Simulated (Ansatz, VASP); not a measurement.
**One calculation of Hg, two programs**

```
CELL_PARAMETERS angstrom
5.77259 0.00000 0.00000
0.00000 5.77259 0.00000
0.00000 0.00000 5.77259
ATOMIC_POSITIONS crystal
Hg 0.50000 0.50000 0.50000
Hg 0.00000 0.00000 0.00000
Hg 0.25000 0.00000 0.50000
Hg 0.50000 0.25000 0.00000
Hg 0.50000 0.75000 0.00000
Hg 0.75000 0.00000 0.50000
Hg 0.00000 0.50000 0.75000
Hg 0.00000 0.50000 0.25000
```

Alike in both runs: functional PBEsol; k mesh 8 × 8 × 8; occupations gaussian, width 0.1 eV; no spin polarisation.

Ansatz relaxed the structure, and its values are those at the end. VASP's run is a single point on that final structure, the one shown.

|  | VASP | Ansatz |
| --- | --- | --- |
| version | VASP 6.6.1 | Ansatz 0.2.0 |
| potentials or method | VASP PAW PBE potentials, release 64 (Hg), cutoff 520 eV | scalar-relativistic, plane waves, PAW |
| valence electrons in the cell | 96 | 160 |

|  | VASP | Ansatz | Ansatz less VASP |
| --- | --- | --- | --- |
| gap on the k mesh at the Fermi level (eV) | none | none | - |
| pressure (GPa) | 0.4 | 0.0 | -0.36 |

VASP's potentials were made for PBE, not for PBEsol. A gap of «none» marks a metal or a gap that the smearing closes. VASP's potentials hold 96 valence electrons a cell and Ansatz's 160, so a difference there can come from the potentials and not from the codes.

Spin-orbit coupling is off throughout.
